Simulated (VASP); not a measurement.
Input of a VASP 6.6.1 run:

The input INCAR:

```
  PREC = Accurate
  ENCUT = 520
  EDIFF = 1E-6
  ISMEAR = 0
  SIGMA = 0.1
  LREAL = Auto
  LASPH = True
  NELM = 60
  ALGO = Fast
  ISIF = 2
  LWAVE = False
  LCHARG = False
  GGA = PS
  NBANDS = 170
```

KPOINTS

```
regular mesh
0
Gamma
  2 2 4
```

POSCAR

```
Ta3Si
1.0
   10.1743892401      0.0000000000      0.0000000000
    0.0000000000     10.1743892401      0.0000000000
    0.0000000000      0.0000000000      5.1959515100
Ta Si
24 8
Direct
    0.6460204600      0.5186161000      0.2741616700
    0.0859658700      0.3995339300      0.0312707900
    0.8129221500      0.7136088900      0.5144749800
    0.5859658700      0.8995339300      0.4687292100
    0.0186161000      0.8539795400      0.7741616700
    0.1460204600      0.0186161000      0.2258383300
    0.6870778500      0.7863911100      0.9855250200
    0.1870778500      0.2863911100      0.5144749800
    0.2136088900      0.6870778500      0.0144749800
    0.8995339300      0.4140341300      0.5312707900
    0.2863911100      0.8129221500      0.4855250200
    0.5186161000      0.3539795400      0.7258383300
    0.4813839000      0.6460204600      0.7258383300
    0.9813839000      0.1460204600      0.7741616700
    0.3129221500      0.2136088900      0.9855250200
    0.3995339300      0.9140341300      0.9687292100
    0.7863911100      0.3129221500      0.0144749800
    0.9140341300      0.6004660700      0.0312707900
    0.6004660700      0.0859658700      0.9687292100
    0.4140341300      0.1004660700      0.4687292100
    0.8539795400      0.9813839000      0.2258383300
    0.7136088900      0.1870778500      0.4855250200
    0.3539795400      0.4813839000      0.2741616700
    0.1004660700      0.5859658700      0.5312707900
    0.7949747000      0.9697841400      0.7192390100
    0.9697841400      0.2050253000      0.2807609900
    0.0302158600      0.7949747000      0.2807609900
    0.2949747000      0.4697841400      0.7807609900
    0.5302158600      0.2949747000      0.2192390100
    0.2050253000      0.0302158600      0.7192390100
    0.4697841400      0.7050253000      0.2192390100
    0.7050253000      0.5302158600      0.7807609900
```

Potentials or basis: VASP PAW PBE potentials, release 64 (Ta_pv, Si).

Launch:

```console
$ cat potpaw_PBE.64/Ta_pv/POTCAR potpaw_PBE.64/Si/POTCAR > POTCAR
$ mpirun -np 1 vasp_std > vasp.out
```

Problem. What does it give for the band gap on the k mesh?

Solution. Zero (bands 148 and 149 overlap by 0.10 eV).

Problem. Estimate the pressure.

Solution. -3.4 GPa.

Problem. What does it give for the largest force?

Solution. 0.180 eV/Å.

Forces on the atoms (eV/Å):
```
Ta   0.126 -0.012  0.017
Ta  -0.103  0.146 -0.020
Ta   0.005  0.007 -0.070
Ta  -0.103  0.146  0.020
Ta  -0.012 -0.126  0.017
Ta   0.126 -0.012 -0.017
Ta  -0.005 -0.007  0.070
Ta  -0.005 -0.007 -0.070
Ta   0.007 -0.005 -0.070
Ta   0.146  0.103 -0.020
Ta  -0.007  0.005  0.070
Ta  -0.012 -0.126 -0.017
Ta   0.012  0.126 -0.017
Ta   0.012  0.126  0.017
Ta   0.005  0.007  0.070
Ta   0.146  0.103  0.020
Ta  -0.007  0.005 -0.070
Ta   0.103 -0.146 -0.020
Ta  -0.146 -0.103  0.020
Ta   0.103 -0.146  0.020
Ta  -0.126  0.012 -0.017
Ta   0.007 -0.005  0.070
Ta  -0.126  0.012  0.017
Ta  -0.146 -0.103 -0.020
Si   0.001 -0.008  0.023
Si  -0.008 -0.001 -0.023
Si   0.008  0.001 -0.023
Si   0.001 -0.008 -0.023
Si   0.008  0.001  0.023
Si  -0.001  0.008  0.023
Si  -0.008 -0.001  0.023
Si  -0.001  0.008 -0.023
```

Caveat: the cell stands under tension; the PAW data sets were made with another functional, which shifts forces and pressure a little; spin-orbit coupling is left out, which moves the levels of the heavy elements.
